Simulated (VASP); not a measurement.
# MgO (Fm-3m) in VASP: further runs, part 2 of 2

VASP 6.6.1. The steps go on from the part before.

## (4) Single point, r2SCAN

File POSCAR:

```
MgO
1.0
    0.0000000000      2.1021674168      2.1021674168
    2.1021674168      0.0000000000      2.1021674168
    2.1021674168      2.1021674168      0.0000000000
Mg O
1 1
Direct
    0.0000000000      0.0000000000      0.0000000000
    0.5000000000      0.5000000000      0.5000000000
```

File INCAR.step1:

```
ALGO = Normal
EDIFF = 1E-5
ENCUT = 920
GGA = PE
GGA_COMPAT = F
ISMEAR = 0
LASPH = T
LCHARG = F
LREAL = F
LWAVE = T
NBANDS = 15
NELM = 120
PREC = Accurate
SIGMA = 0.2
```

File INCAR.step2:

```
ALGO = Normal
EDIFF = 1E-6
ENCUT = 920
GGA_COMPAT = F
ISIF = 2
ISMEAR = 0
ISTART = 1
LASPH = T
LCHARG = T
LELF = T
LMIXTAU = T
LREAL = F
LVHAR = T
LWAVE = F
METAGGA = R2SCAN
NBANDS = 15
NELM = 120
PREC = Accurate
SIGMA = 0.2
```

File KPOINTS:

```
k-points
0
Gamma
  8 8 8
```

Potentials or basis: VASP PAW PBE potentials, release 64 (Mg_sv, O).

Run with:

```console
$ cat potpaw_PBE.64/Mg_sv/POTCAR potpaw_PBE.64/O/POTCAR > POTCAR
$ cp INCAR.step1 INCAR
$ mpirun -np 1 vasp_std > vasp.out
$ cp INCAR.step2 INCAR
$ mpirun -np 1 vasp_std > vasp.out
```

OUTCAR:

```text
EDIFF = 1E-6
   ENCUT = 920
   ISIF = 2
   ISMEAR = 0
   ISTART = 1
   LASPH = T
   LREAL = F
   METAGGA = R2SCAN
   NELM = 120
   PREC = Accurate

 ion  position               nearest neighbor table
   1  0.000  0.000  0.000-   2 2.10   2 2.10   2 2.10   2 2.10   2 2.10   2 2.10
   2  0.500  0.500  0.500-   1 2.10   1 2.10   1 2.10   1 2.10   1 2.10   1 2.10

  LATTYP: Found a face centered cubic cell.
 ALAT       =     4.2043348336

  Lattice vectors:

 A1 = (   0.0000000000,   2.1021674168,   2.1021674168)
 A2 = (   2.1021674168,   0.0000000000,   2.1021674168)
 A3 = (   2.1021674168,   2.1021674168,   0.0000000000)

Analysis of symmetry for initial positions (statically):
=====================================================================
 Subroutine PRICEL returns:
 Original cell was already a primitive cell.

 Routine SETGRP: Setting up the symmetry group for a
 face centered cubic supercell.

 Subroutine GETGRP returns: Found 48 space group operations
 (whereof 48 operations were pure point group operations)
 out of a pool of 48 trial point group operations.

The static configuration has the point symmetry O_h .

Analysis of symmetry for dynamics (positions and initial velocities):
=====================================================================
 Subroutine PRICEL returns:
 Original cell was already a primitive cell.

 Routine SETGRP: Setting up the symmetry group for a
 face centered cubic supercell.

 Subroutine GETGRP returns: Found 48 space group operations
 (whereof 48 operations were pure point group operations)
 out of a pool of 48 trial point group operations.

The dynamic configuration has the point symmetry O_h .

 Subroutine INISYM returns: Found 48 space group operations
 (whereof 48 operations are pure point group operations),
 and found     1 'primitive' translations

----------------------------------------------------------------------------------------

                                     Primitive cell

  volume of cell :      18.5794

  direct lattice vectors                    reciprocal lattice vectors
     0.000000000  2.102167417  2.102167417    -0.237849753  0.237849753  0.237849753
     2.102167417  0.000000000  2.102167417     0.237849753 -0.237849753  0.237849753
     2.102167417  2.102167417  0.000000000     0.237849753  0.237849753 -0.237849753

  length of vectors
     2.972913671  2.972913671  2.972913671     0.411967856  0.411967856  0.411967856

  position of ions in fractional coordinates (direct lattice)
     0.000000000  0.000000000  0.000000000
     0.500000000  0.500000000  0.500000000

  ion indices of the primitive-cell ions
   primitive index   ion index
                 1           1
                 2           2

----------------------------------------------------------------------------------------

 KPOINTS: k-points

Automatic generation of k-mesh.
 Grid dimensions read from file:
 generate k-points for:    8    8    8

 Generating k-lattice:

  Cartesian coordinates                     Fractional coordinates (reciprocal lattice)
    -0.029731219  0.029731219  0.029731219     0.125000000  0.000000000  0.000000000
     0.029731219 -0.029731219  0.029731219     0.000000000  0.125000000  0.000000000
     0.029731219  0.029731219 -0.029731219     0.000000000  0.000000000  0.125000000

  Length of vectors
     0.051495982  0.051495982  0.051495982

[... 39 lines left out ...]
   dimension x,y,z NGXF=    60 NGYF=   60 NGZF=   60
   ions per type =               1   1
   NGX,Y,Z   is equivalent  to a cutoff of  16.78, 16.78, 16.78 a.u.
   NGXF,Y,Z  is equivalent  to a cutoff of  33.55, 33.55, 33.55 a.u.
 SYSTEM =  unknown system
   PREC   = accura    normal or accurate (medium, high low for compatibility)
   ISTART =      1    job   : 0-new  1-cont  2-samecut
   ICHARG =      0    charge: 1-file 2-atom 10-const
   ISPIN  =      1    spin polarized calculation?
   LNONCOLLINEAR =      F non collinear calculations
   LSORBIT =      F    spin-orbit coupling
   LASPH  =      T    aspherical Exc in radial PAW
   ENCUT  =  920.0 eV  67.62 Ry    8.22 a.u.   7.35  7.35  7.35*2*pi/ulx,y,z
   NELM   =    120;   NELMIN=  2; NELMDL=  0     # of ELM steps
   EDIFF  = 0.1E-05   stopping-criterion for ELM
   LREAL  =      F    real-space projection
   EDIFFG = 0.1E-04   stopping-criterion for IOM
   NSW    =      0    number of steps for IOM
   IBRION =     -1    ionic relax: 0-MD 1-quasi-New 2-CG
   NFREE  =      0    steps in history (QN), initial steepest desc. (CG)
   ISIF   =      2    stress and relaxation
   ISYM   =      2    0-nonsym 1-usesym 2-fastsym
   POTIM  = 0.5000    time-step for ionic-motion
   TEBEG  =    0.0;   TEEND  =   0.0 temperature during run
   PSTRESS=    0.0 pullay stress
   NELECT =      16.0000    total number of electrons
   NUPDOWN=      -1.0000    fix difference up-down
   EMIN   =  10.00;   EMAX   =-10.00  energy-range for DOS
   EFERMI =   0.00;   METHOD = LEGACY
   ISMEAR =     0;   SIGMA  =   0.20  broadening in eV -4-tet -1-fermi 0-gaus
   EFERMI_NEDOS =   21; number of points for ismear=-14 and -15
   IALGO  =     38    algorithm
   IMIX   =      4    mixing-type and parameters
     AMIX     =   0.40;   BMIX     =  1.00
     AMIX_MAG =   1.60;   BMIX_MAG =  1.00
  volume/ion in A,a.u.               =       9.29        62.69
  Fermi-wavevector in a.u.,A,eV,Ry     =   1.557534  2.943312 33.006537  2.425912
  Thomas-Fermi vector in A             =   2.661170
   LORBIT       =      0    0 simple, 1 ext, 2 COOP (PROOUT), +10 PAW based schemes
   METAGGA = R2SCAN    functional components
   LHFCALC =     F    Hartree Fock is set to
   AEXX    =    0.0000 exact exchange contribution
   IVDW    =     0    specifies the selected vdW correction
   LEPSILON=     F    determine dielectric tensor
   LRPA    =     F    only Hartree local field effects (RPA)
 non-spin polarized calculation
 Gauss-broadening in eV      SIGMA  =   0.20
  energy-cutoff  :      920.00
  volume of cell :       18.58
 maximum number of plane-waves:      1243
 NGX is ok and might be reduce to    30
   NGX = 15   NGY = 15   NGZ = 15

 number of electron      15.9999999 magnetization

 Free energy of the ion-electron system (eV)
  ---------------------------------------------------
  ext. energy  EPLUGINS =         0.00000000
  ---------------------------------------------------
  free energy    TOTEN  =       -16.15464474 eV

  energy without entropy =      -16.15464474  energy(sigma->0) =      -16.15464474

 E-fermi :   3.6348     XC(G=0): -12.0718

 val. band max:        2.5442116580   @ k =   0.0000   0.0000   0.0000
 cond. band min:       8.2454079593   @ k =   0.0000   0.0000   0.0000
 fundamental gap:      5.7011963014
 Fermi energy:         3.6347854670

 k-point     1 :       0.0000    0.0000    0.0000
  band No.  band energies     occupation
      1     -72.4067      2.00000
      2     -37.4925      2.00000
      3     -37.4925      2.00000
      4     -37.4925      2.00000
      5     -15.6710      2.00000
      6       2.5442      2.00000
      7       2.5442      2.00000
      8       2.5442      2.00000
      9       8.2454      0.00000
     10      19.4390      0.00000
     11      19.4390      0.00000
     12      19.4390      0.00000
     13      23.5609      0.00000
     14      25.3989      0.00000
[... 401 lines left out ...]
      2     -37.5653      2.00000
      3     -37.5218      2.00000
      4     -37.5081      2.00000
      5     -14.2472      2.00000
      6      -1.4585      2.00000
      7       0.5996      2.00000
      8       1.5324      2.00000
      9      13.2364      0.00000
     10      15.9580      0.00000
     11      17.3426      0.00000
     12      20.8096      0.00000
     13      24.4325      0.00000
     14      26.1881      0.00000
     15      30.4701      0.00000

 [... further k-points ...]

------------------------ aborting loop because EDIFF is reached ----------------------------------------

  FORCE on cell =-STRESS in cart. coord.  units (eV):
  Direction    XX          YY          ZZ          XY          YZ          ZX
  --------------------------------------------------------------------------------------
  -------------------------------------------------------------------------------------
  Total        0.0577277      0.0577277      0.0577277     -0.0000000      0.0000000     -0.0000000
  in kB        4.9780903      4.9780903      4.9780903     -0.0000000      0.0000000     -0.0000000
  external PRESSURE =       4.9780903 kB  Pullay stress =       0.0000000 kB

 VOLUME and BASIS-vectors are now :
 -----------------------------------------------------------------------------
  energy-cutoff  :      920.00
  volume of cell :       18.58
      direct lattice vectors                 reciprocal lattice vectors
     0.000000000  2.102167417  2.102167417    -0.237849753  0.237849753  0.237849753
     2.102167417  0.000000000  2.102167417     0.237849753 -0.237849753  0.237849753
     2.102167417  2.102167417  0.000000000     0.237849753  0.237849753 -0.237849753

 POSITION                                       TOTAL-FORCE (eV/Angst)
 -----------------------------------------------------------------------------------
      0.00000      0.00000      0.00000         0.000000      0.000000      0.000000
      2.10217      2.10217      2.10217        -0.000000     -0.000000     -0.000000
 -----------------------------------------------------------------------------------
    total drift:                                0.000000      0.000000      0.000000

  FREE ENERGIE OF THE ION-ELECTRON SYSTEM (eV)
  ---------------------------------------------------
  free  energy   TOTEN  =       -16.1546447430 eV

  energy  without entropy=      -16.1546447430  energy(sigma->0) =      -16.15464474
```

OUTCAR.step1:

```text
EDIFF = 1E-5
   ENCUT = 920
   GGA = PE
   ISMEAR = 0
   LASPH = T
[... 653 lines left out ...]
 -----------------------------------------------------------------------------------
      0.00000      0.00000      0.00000         0.000000     -0.000000     -0.000000
      2.10217      2.10217      2.10217         0.000000      0.000000      0.000000
 -----------------------------------------------------------------------------------
    total drift:                                0.000000      0.000000      0.000000

  FREE ENERGIE OF THE ION-ELECTRON SYSTEM (eV)
  ---------------------------------------------------
  free  energy   TOTEN  =       -11.8699032373 eV

  energy  without entropy=      -11.8699032373  energy(sigma->0) =      -11.86990324
```

Wall time 54 s (1 thread of AMD EPYC 9R45 (Zen 5), shared host); peak memory 0.14 GiB.

Results:

| Quantity | Value |
| --- | --- |
| Free energy | -16.1546 eV |
| Pressure | 0.5 GPa |
| Band gap on the k mesh | 5.70 eV |

Levels at points of the mesh, in eV from the valence-band top:
| k point | band 5 | band 6 | band 7 | band 8 | band 9 | band 10 | band 11 | band 12 |
| --- | --- | --- | --- | --- | --- | --- | --- | --- |
| (0.00, 0.00, 0.00) | -18.22 | 0.00 | 0.00 | 0.00 | 5.70 | 16.89 | 16.89 | 16.89 |
| (0.50, 0.00, 0.00) | -16.92 | -4.62 | -0.68 | -0.68 | 8.87 | 13.91 | 17.57 | 17.57 |
| (0.50, 0.50, 0.00) | -16.71 | -4.09 | -1.37 | -1.37 | 10.05 | 11.22 | 14.38 | 20.55 |

Caveat: the PAW data sets were made with another functional, which shifts forces and pressure a little.

## (5) The runs side by side

```tsv
level	smearing	gap on the mesh (eV)	pressure (GPa)
r2SCAN	gaussian 0.01 eV	5.70	0.5
r2SCAN+D4	gaussian 0.01 eV	5.70	-0.7
r2SCAN	gaussian 0.2 eV	5.70	0.5
```

Alike in all rows: task single point; potentials or basis VASP PAW PBE potentials, release 64 (Mg_sv, O); no spin polarisation; cell as given; k mesh 8 × 8 × 8; cutoff (eV) 920.

The pressure there spans -0.7 GPa (r2SCAN+D4) to 0.5 GPa (r2SCAN); a positive pressure means that this level wants a larger cell, a negative one a smaller.

Caveats: the PAW data sets were made with another functional, which shifts forces and pressure a little.

Total energies depend on the potentials used, so only differences within one code and one set of settings carry meaning.
